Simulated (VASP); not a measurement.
Runs of VASP 6.6.1 on Mo. The structure is that of space group Im-3m (No. 229), or close to it. The cells are those of the table. 

```csv
cell,gap on the mesh (eV),pressure (GPa)
"a = 2.722 Å, angles 109.5°, 1 atom",none,3.1
"a = 2.716 Å, angles 109.5°, 1 atom",none,(a)
"a = 2.684 Å, angles 109.5°, 1 atom",none,(b)
"a = 2.698 Å, angles 109.5°, 1 atom",none,11.3
"a = 2.729 Å, angles 109.5°, 1 atom",none,1.1
"a = 2.726 Å, angles 109.5°, 1 atom",none,2.1
"a = 2.707 Å, angles 109.5°, 1 atom",none,8.3
```

Alike in all rows: task single point; level r2SCAN; potentials or basis VASP PAW PBE potentials, release 64 (Mo_sv); no spin polarisation; k mesh 24 × 24 × 24; cutoff (eV) 520; smearing fermi-dirac 0.1 eV.

Q: Fill in the values left out.

A: (a) 5.2; (b) 16.4.

Caveats: the PAW data sets were made with another functional, which shifts forces and pressure a little; the cell stands under pressure (at least some runs).

A k mesh can miss the band edges, and the runs leave out spin-orbit coupling on Mo.

A gap of «none» marks levels without a gap at the run's occupations.
